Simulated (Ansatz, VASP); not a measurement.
One calculation of Mg, two programs

```
Mg
1.0
    -1.83599    1.83599    1.67940
     1.83599   -1.83599    1.67940
     1.83599    1.83599   -1.67940
Mg
1
Direct
  0.00000 0.01362 0.01362
```

Alike in both runs: task single point; functional PBEsol; k mesh 4 × 4 × 4; no spin polarisation.

```csv
,VASP,Ansatz
version,VASP 6.6.1,Ansatz 0.2.0
potentials or method,"VASP PAW PBE potentials, release 64 (Mg), cutoff 600 eV","scalar-relativistic, plane waves, PAW"
occupations,"methfessel-paxton of order 1, width 0.018 eV","cold, width 0.018 eV"
valence electrons in the cell,2,10
```

VASP gave:

- gap on the k mesh at the Fermi level (eV): none
- pressure (GPa): -0.4
- traceless stress, the component that is largest in VASP (GPa): -1.13

Problem. What did Ansatz give for the same quantities?

Solution. gap on the k mesh at the Fermi level (eV): none; pressure (GPa): -0.4; traceless stress, the component that is largest in VASP (GPa): -1.14.

VASP's potentials were made for PBE, not for PBEsol. A gap of «none» marks a metal or a gap that the smearing closes. VASP's potentials hold 2 valence electrons a cell and Ansatz's 10, so a difference there can come from the potentials and not from the codes.

The k mesh is coarse, so the values compare programs but aren't converged.
